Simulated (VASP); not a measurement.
Input of a VASP 6.6.1 run:

INCAR

```
ALGO = Normal
EDIFF = 1E-6
ENCUT = 500
GGA = CA
GGA_COMPAT = F
ISIF = 2
ISMEAR = 0
LASPH = T
LCHARG = T
LELF = T
LREAL = F
LVHAR = T
LWAVE = F
NBANDS = 14
NELM = 120
PREC = Accurate
SIGMA = 0.15
```

KPOINTS

```
k-points
0
Gamma
  22 22 22
```

Contents of POSCAR:

```
Ir
1.0
    0.0000000000      2.0019836597      1.5879734389
    2.0019836597      0.0000000000      1.5879734389
    2.0019836597      2.0019836597      0.0000000000
Ir
1
Direct
    0.0000000000      0.0000000000      0.0000000000
```

Potentials or basis: VASP PAW LDA potentials, release 64 (Ir_sv_GW).

Launch:

```bash
$ cat potpaw_LDA.64/Ir_sv_GW/POTCAR > POTCAR
$ mpirun -np 1 vasp_std > vasp.out
```

(1) Predict the pressure.

Results:

(1) 50.2 GPa.
